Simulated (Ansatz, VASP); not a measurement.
# SnO2: VASP beside Ansatz

```
Sn O
1.0
     1.59524    0.92101    4.73571
    -1.59524    0.92101    4.73571
     0.00000   -1.84202    4.73571
Sn O
1 2
Direct
  0.50000 0.50000 0.50000
  0.76283 0.76283 0.76283
  0.23717 0.23717 0.23717
```

Change from the starting cell: volume scaled by 0.96.

Alike in both runs: task single point; functional PBE; k mesh 10 × 10 × 10; occupations fermi-dirac, width 0.05 eV; no spin polarisation.

```csv
,VASP,Ansatz
version,VASP 6.6.1,Ansatz 0.2.0
potentials or method,"VASP PAW PBE potentials, release 64 (Sn_d, O), cutoff 520 eV","all-electron LAPW, scalar-relativistic"
```

VASP gave:

| Quantity | Value |
| --- | --- |
| gap on the k mesh at the Fermi level (eV) | 2.18 |
| least direct gap on the mesh (eV) | 2.33 |
| pressure (GPa) | 6.4 |
| traceless stress, the component that is largest in VASP (GPa) | -3.14 |
| rms of the force components (eV/Å) | 0.175 |

Which values does Ansatz return?

gap on the k mesh at the Fermi level (eV): 2.21; least direct gap on the mesh (eV): 2.36; pressure (GPa): 5.7; traceless stress, the component that is largest in VASP (GPa): -2.71; rms of the force components (eV/Å): 0.148.

Atom by atom the forces differ by 0.028 eV/Å (rms over components). Ansatz ran all-electron here, and VASP with PAW potentials.
